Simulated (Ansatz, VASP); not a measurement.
Two plane-wave programs on SiO2

The input INCAR:

```
PREC = Accurate ; ENCUT = 520
EDIFF = 1E-6 ; ISMEAR = 0
SIGMA = 0.05 ; LREAL = False
LASPH = True ; NELM = 80
ALGO = Normal ; ISIF = 2
LWAVE = False ; LCHARG = False
NBANDS = 25
```

Contents of KPOINTS:

```
regular mesh
0
Gamma
  6 6 10
```

File POSCAR:

```
SiO2
1.0
    3.8733669584      0.0000000000      0.0000000000
    0.0000000000      3.8733669584      0.0000000000
    0.0000000000      0.0000000000      2.5726903338
Si O
2 4
Direct
    0.5000000000      0.5000000000      0.5000000000
    0.0000000000      0.0000000000      0.0000000000
    0.6944252994      0.6944252994      0.0000000000
    0.1944252994      0.8055747006      0.5000000000
    0.3055747006      0.3055747006      0.0000000000
    0.8055747006      0.1944252994      0.5000000000
```

Input for Ansatz:

```yaml
crystal:
  lattice:
    - [3.8733669584, 0.0, 0.0]
    - [0.0, 3.8733669584, 0.0]
    - [0.0, 0.0, 2.5726903338]
  atoms:
    - { symbol: Si, position: [0.5, 0.5, 0.5] }
    - { symbol: Si, position: [0.0, 0.0, 0.0] }
    - { symbol: O, position: [0.6944252994, 0.6944252994, 0.0] }
    - { symbol: O, position: [0.1944252994, 0.8055747006, 0.5] }
    - { symbol: O, position: [0.3055747006, 0.3055747006, 0.0] }
    - { symbol: O, position: [0.8055747006, 0.1944252994, 0.5] }
basis:
  ecutwfc: 520.0
kpoints:
  mp_grid: { grid: [6, 6, 10] }
hamiltonian:
  xc: lda
  pseudopotentials: { kind: paw, azcp: { folder: soft_1 } }
scf:
  occupations: { method: gaussian, width: 0.05 }
output:
  forces: true
  stress: true
  eigenvalues: true
```

Alike in both runs: task single point; functional LDA; k mesh 6 × 6 × 10; occupations gaussian, width 0.05 eV; no spin polarisation.

|  | VASP | Ansatz |
| --- | --- | --- |
| version | VASP 6.6.1 | Ansatz 0.2.0 |
| potentials or method | VASP PAW LDA potentials, release 64 (Si, O), cutoff 520 eV | scalar-relativistic, plane waves, PAW |
| valence electrons in the cell | 32 | 32 |

|  | VASP | Ansatz | Ansatz less VASP |
| --- | --- | --- | --- |
| gap on the k mesh at the Fermi level (eV) | 6.37 | 6.43 | +0.060 |
| least direct gap on the mesh (eV) | 6.37 | 6.43 | +0.060 |
| rms of the force components (eV/Å) | 0.606 | 0.592 | -0.0140 |

Ansatz warns that its potentials were made for another functional, while VASP's fit it. LDA's correlation is that of Perdew and Zunger in VASP and of Perdew and Wang (1992) in Ansatz. Atom by atom the forces differ by 0.014 eV/Å (rms over components).
